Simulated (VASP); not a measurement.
The system is KI.

```
CELL_PARAMETERS angstrom
0.00000 3.54429 3.54429
3.40251 0.00000 3.54429
3.40251 3.54429 0.00000
ATOMIC_POSITIONS crystal
K 0.00000 0.00000 0.00000
I 0.50000 0.50000 0.50000
```

This cell differs from its parent crystal: uniaxial x strain -4.0%.

Base run:

```yaml
Program: VASP 6.6.1
Functional: r2SCAN
Potentials_or_basis: VASP PAW PBE potentials, release 64 (K_sv, I)
Cutoff: 520 eV
k_mesh: 6 × 6 × 6
Occupations: gaussian, width 0.01 eV
Spin: no spin polarisation
```

Its results: band gap on the k mesh 4.67 eV, direct; pressure 0.7 GPa.

Question: The run is repeated on the same cell with these changes: functional from r2SCAN to PBE; k mesh from 6 × 6 × 6 to 4 × 4 × 4. What comes out?

Answer: Band gap on the k mesh 4.02 eV, direct; pressure 1.1 GPa.

Several settings changed at once, so the effect can't be laid on one alone.

Caveats: spin-orbit coupling is left out, which moves the levels of the heavy elements; the PAW data sets were made with another functional, which shifts forces and pressure a little (some runs).

